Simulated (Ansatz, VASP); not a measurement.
One calculation of CaF, two programs

The input INCAR:

```
SYSTEM = CaF
PREC = Accurate ; ENCUT = 600
EDIFF = 1E-6 ; ISMEAR = 0
SIGMA = 0.1 ; LREAL = .FALSE.
LASPH = .TRUE. ; NELM = 200
ALGO = Normal ; ISIF = 2
LWAVE = .FALSE. ; LCHARG = .TRUE.
ISPIN = 2 ; MAGMOM = 0 1
LORBIT = 11 ; GGA = PE
LELF = .TRUE. ; LVHAR = .TRUE.
NBANDS = 20 ; GGA_COMPAT = .FALSE.
```

KPOINTS

```
Automatic mesh
0
G
  6 6 6
  0 0 0
```

Contents of POSCAR:

```
CaF
1.0
    3.3009958400      0.0000000000      0.0000000000
    0.0000000000      3.3009958400      0.0000000000
    0.0000000000      0.0000000000      3.3009958400
Ca F
1 1
Direct
    0.5000000000      0.5000000000      0.5000000000
    0.0000000000      0.0000000000      0.0000000000
```

Input for Ansatz:

```yaml
crystal:
  lattice:
    - [3.30099584, 0.0, 0.0]
    - [0.0, 3.30099584, 0.0]
    - [0.0, 0.0, 3.30099584]
  atoms:
    - { symbol: Ca, position: [0.5, 0.5, 0.5] }
    - { symbol: F, position: [0.0, 0.0, 0.0], spin: 1.0 }
basis:
  ecutwfc: 420
kpoints:
  mp_grid: { grid: [6, 6, 6] }
hamiltonian:
  xc: pbe
scf:
  occupations: { method: gaussian, width: 0.1 }
  lower_state_search: "off"
output:
  forces: true
  stress: true
  eigenvalues: true
  populations: true
magnetization:
  spin_polarized: true
```

Change from the starting cell: species swapped into the NdAu type (Pm-3m, No. 221).

Alike in both runs: task single point; functional PBE; k mesh 6 × 6 × 6; occupations gaussian, width 0.1 eV; collinear spin.

|  | VASP | Ansatz |
| --- | --- | --- |
| version | VASP 6.6.1 | Ansatz 0.2.0 |
| potentials or method | VASP PAW PBE potentials, release 64 (Ca_sv, F), cutoff 600 eV | scalar-relativistic, plane waves, PAW |
| valence electrons in the cell | 17 | 17 |

```tsv
	VASP	Ansatz	Ansatz less VASP
gap on the k mesh at the Fermi level (eV)	none	none	-
pressure (GPa)	1.2	1.3	+0.11
net moment per atom (μB)	0.00	0.00	0.000
```

A gap of «none» marks a metal or a gap that the smearing closes. Ansatz's warnings: negative dielectric reading, seeded moment not kept.
